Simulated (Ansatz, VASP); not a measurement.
Sn4C: VASP beside Ansatz

```
Sn C
1.0
    -3.22092    3.22092    3.22092
     3.22092   -3.22092    3.22092
     3.22092    3.22092   -3.22092
Sn C
4 1
Cartesian
  1.2648 1.2648 1.2648
  -1.9561 1.9561 1.9561
  1.9561 1.9561 -1.9561
  1.9561 -1.9561 1.9561
  0.0000 0.0000 0.0000
```

Change from the starting cell: species swapped into the GeF4 type (I-43m, No. 217).

Alike in both runs: task relaxation of cell and atoms; functional PBE; k mesh 8 × 8 × 8; occupations gaussian, width 0.1 eV; no spin polarisation.

|  | VASP | Ansatz |
| --- | --- | --- |
| version | VASP 6.6.1 | Ansatz 0.2.0 |
| potentials or method | VASP PAW PBE potentials, release 64 (Sn_d, C), cutoff 600 eV | scalar-relativistic, plane waves, PAW |
| valence electrons in the cell | 60 | 60 |

|  | VASP | Ansatz | Ansatz less VASP |
| --- | --- | --- | --- |
| gap on the k mesh at the Fermi level, each at its own relaxed structure (eV) | none | none | - |
| relaxed volume (Å³/atom) | 26.24 | 26.32 | +0.086 |
| relaxed cell length with the largest relative difference (Å) | 5.544 | 5.550 | +0.0060 |

A gap of «none» marks a metal or a gap that the smearing closes.
